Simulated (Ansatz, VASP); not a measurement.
One calculation of CaSe, two programs

Contents of INCAR:

```
SYSTEM = CaSe
ALGO = Normal
EDIFF = 1E-6
ENCUT = 520
GGA = PE
ISIF = 2
ISMEAR = -1
LASPH = .True.
LCHARG = .False.
LREAL = .False.
LWAVE = .False.
NBANDS = 15
NELM = 60
PREC = Accurate
SIGMA = 0.02
```

The input KPOINTS:

```
k-points
0
Gamma
  7 7 7
  0 0 0
```

POSCAR

```
CaSe
1.0
    0.0000000000      2.9560000000      2.9560000000
    2.9560000000      0.0000000000      2.9560000000
    2.9560000000      2.9560000000      0.0000000000
Ca Se
1 1
Direct
    0.0000000000      0.0000000000      0.0478420162
    0.5000000000      0.5000000000      0.5000000000
```

Input for Ansatz:

```yaml
crystal:
  lattice:
    - [0.0, 2.956, 2.956]
    - [2.956, 0.0, 2.956]
    - [2.956, 2.956, 0.0]
  atoms:
    - { symbol: Ca, position: [0.0, 0.0, 0.0478420162] }
    - { symbol: Se, position: [0.5, 0.5, 0.5] }
kpoints:
  mp_grid: { grid: [7, 7, 7] }
scf:
  occupations: { method: fermi_dirac, width: 0.02 }
hamiltonian:
  xc: pbe
  pseudopotentials: { kind: all_electron, lapw: { basis_error: 0.00025 } }
output:
  forces: true
  stress: true
  eigenvalues: true
```

Alike in both runs: task single point; functional PBE; k mesh 7 × 7 × 7; occupations fermi-dirac, width 0.02 eV; no spin polarisation.

|  | VASP | Ansatz |
| --- | --- | --- |
| version | VASP 6.6.1 | Ansatz 0.2.0 |
| potentials or method | VASP PAW PBE potentials, release 64 (Ca_sv, Se), cutoff 520 eV | all-electron LAPW, scalar-relativistic |

```tsv
	VASP	Ansatz	Ansatz less VASP
gap on the k mesh at the Fermi level (eV)	2.22	2.23	+0.008
pressure (GPa)	2.1	1.9	-0.19
traceless stress, the component that is largest in VASP (GPa)	-0.90	-0.89	+0.011
rms of the force components (eV/Å)	0.376	0.370	-0.0059
```

Atom by atom the forces differ by 0.006 eV/Å (rms over components). Ansatz ran all-electron here, and VASP with PAW potentials.
